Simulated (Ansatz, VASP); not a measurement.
Ru: VASP beside Ansatz

```
Ru
1.0
     2.72262    0.00000    0.00000
    -1.36131    2.35786    0.00000
     0.00000    0.00000    4.28850
Ru
2
Direct
  0.33333 0.66667 0.25000
  0.66667 0.33333 0.75000
```

Alike in both runs: functional PBE; k mesh 16 × 16 × 9; occupations fermi-dirac, width 0.05 eV; no spin polarisation.

Ansatz relaxed the structure, and its values are those at the end. VASP's run is a single point on that final structure, the one shown.

```csv
,VASP,Ansatz
version,VASP 6.6.1,Ansatz 0.2.0
potentials or method,"VASP PAW PBE potentials, release 64 (Ru_pv)","PAW with Ansatz's default frozen-core files, scalar-relativistic"
plane-wave cutoff (eV),520,420
valence electrons in the cell,28,32
```

|  | VASP | Ansatz | Ansatz less VASP |
| --- | --- | --- | --- |
| pressure (GPa) | -0.1 | 0.0 | +0.10 |

With one functional, cell and mesh, what is left measures potentials, basis and numerics. VASP's potentials hold 28 valence electrons a cell and Ansatz's 32, so a difference there can come from the potentials and not from the codes.
